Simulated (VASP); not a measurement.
Wanted: the native input for a VASP 6.6.1 run.

```
Task                   : relaxation of cell and atoms
Functional             : PBE
Potentials or basis    : VASP PAW PBE potentials, release 64 (Si, O)
Cutoff                 : 600 eV
k mesh                 : 6 × 6 × 4
Occupations            : gaussian, width 0.02 eV
Spin                   : no spin polarisation
Target pressure        : 30 GPa
Dipole correction      : no
Further INCAR settings : ALGO = Normal; EDIFF = 1e-06; IBRION = 2; EDIFFG = -0.008; NSW = 70; ISIF = 3
```

The structure of SiO2 lies in POSCAR:

```
SiO2
1.0
    4.4684780803      0.0000000000      0.0000000000
   -2.2342390402      3.8698155338      0.0000000000
    0.0000000000      0.0000000000      8.2338420181
Si O
4 8
Direct
    0.6666666667      0.3333333333      0.9365742585
    0.6666666667      0.3333333333      0.5634257415
    0.3333333333      0.6666666667      0.0634257415
    0.3333333333      0.6666666667      0.4365742585
    0.0000000000      0.3402457933      0.0000000000
    0.3402457933      0.3402457933      0.5000000000
    0.6597542067      0.0000000000      0.5000000000
    0.6597542067      0.6597542067      0.0000000000
    0.0000000000      0.6597542067      0.5000000000
    0.6666666667      0.3333333333      0.7500000000
    0.3333333333      0.6666666667      0.2500000000
    0.3402457933      0.0000000000      0.0000000000
```

These files were run (other wordings do the same):

INCAR

```
  PREC = Accurate
  ENCUT = 600
  EDIFF = 1E-6
  ISMEAR = 0
  SIGMA = 0.02
  LREAL = False
  LASPH = True
  NELM = 100
  ALGO = Normal
  ISIF = 3
  LWAVE = False
  LCHARG = False
  GGA = PE
  IBRION = 2
  NSW = 70
  EDIFFG = -0.008
  PSTRESS = 300.0
```

KPOINTS

```
Automatic mesh
0
Gamma
  6 6 4
```

Potentials or basis: VASP PAW PBE potentials, release 64 (Si, O).

The run is started by

```bash
$ cat potpaw_PBE.64/Si/POTCAR potpaw_PBE.64/O/POTCAR > POTCAR
$ mpirun -np 1 vasp_std > vasp.out
```

Results of the run:

The relaxed volume is 11.68 Å³/atom. The relaxed cell is a = 4.425 Å, b = 4.425 Å, c = 8.269 Å, α = 90.00°, β = 90.00°, γ = 120.00°. The space group after relaxing (to 0.05 Å) is P6_322 (No. 182) and the energy change on relaxing (the enthalpy is what falls) is +5.6 meV/atom. The ionic steps are 15 and the pressure after relaxing is 30.0 GPa. The largest force after relaxing is 0.008 eV/Å and the band gap on the k mesh is 5.86 eV, indirect (least direct gap 6.03 eV).

Caveat: the cell is relaxed towards a set pressure, so the enthalpy falls and the energy may rise.

Wall time 7.6 min on 1 thread of Intel(R) Xeon(R) 6975P-C (Granite Rapids), with other jobs on the host, peak memory 0.35 GiB.
